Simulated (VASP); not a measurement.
# HfN: single point with r2SCAN

The system is HfN.

```
CELL_PARAMETERS angstrom
0.00000 2.47108 2.47108
2.47108 0.00000 2.47108
2.47108 2.47108 0.00000
ATOMIC_POSITIONS crystal
Hf 0.00000 0.00000 0.00000
N 0.25000 0.25000 0.25000
```

```yaml
Program: VASP 6.6.1
Task: single point
Functional: r2SCAN
Potentials_or_basis: VASP PAW PBE potentials, release 64 (Hf_pv, N)
Cutoff: 520 eV
k_mesh: 9 × 9 × 9
Occupations: fermi-dirac, width 0.05 eV
Spin: no spin polarisation
```

| Property | Result |
| --- | --- |
| Pressure | -7.3 GPa |

Levels at points of the mesh, in eV from the Fermi level:
```csv
k point,band 5,band 6,band 7,band 8,band 9,band 10,band 11,band 12
"(0.00, 0.00, 0.00)",-5.70,-5.70,-5.70,-0.71,2.43,2.43,6.79,6.79
```

It took 45 s on 1 thread of Intel(R) Xeon(R) Platinum 8124M CPU @ 3.00GHz (Skylake/Cascade Lake) (shared host), peak memory 0.17 GiB.

Caveat: the PAW data sets were made with another functional, which shifts forces and pressure a little; spin-orbit coupling is left out, which moves the levels of the heavy elements.
